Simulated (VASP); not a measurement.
Zr: single point with r2SCAN

Zr:

```
Zr
1.0
     0.00000    2.35232    2.35232
     2.35232    0.00000    2.35232
     2.35232    2.35232    0.00000
Zr
1
Direct
  0.00000 0.00000 0.00000
```

This isn't the form of Zr at room conditions, which is hcp.

```
Program             : VASP 6.6.1
Task                : single point
Functional          : r2SCAN
Potentials or basis : VASP PAW PBE potentials, release 64 (Zr_sv)
Cutoff              : 520 eV
k mesh              : 13 × 13 × 13
Occupations         : fermi-dirac, width 0.05 eV
Spin                : collinear spin
Starting moments    : [1.0] μB
```

* Pressure: -8.3 GPa
* Band gap on the k mesh: zero (filled and empty bands overlap)
* Net moment: 0.00 μB per cell
* Valence electrons inside the program's atomic spheres: Zr 9.65

Levels at points of the mesh, in eV from the Fermi level:
Spin up:
```tsv
k point	band 4	band 5	band 6	band 7	band 8	band 9
(0.00, 0.00, 0.00)	-27.55	-5.65	1.10	1.10	1.10	3.37
```
Spin down:
| k point | band 4 | band 5 | band 6 | band 7 | band 8 | band 9 |
| --- | --- | --- | --- | --- | --- | --- |
| (0.00, 0.00, 0.00) | -27.55 | -5.65 | 1.10 | 1.10 | 1.10 | 3.37 |

Wall time 4.9 min on 1 thread of AMD EPYC 7R13 Processor (Zen 3), with other jobs on the host, peak memory 0.19 GiB.

Caveat: the cell stands under tension; the PAW data sets were made with another functional, which shifts forces and pressure a little.
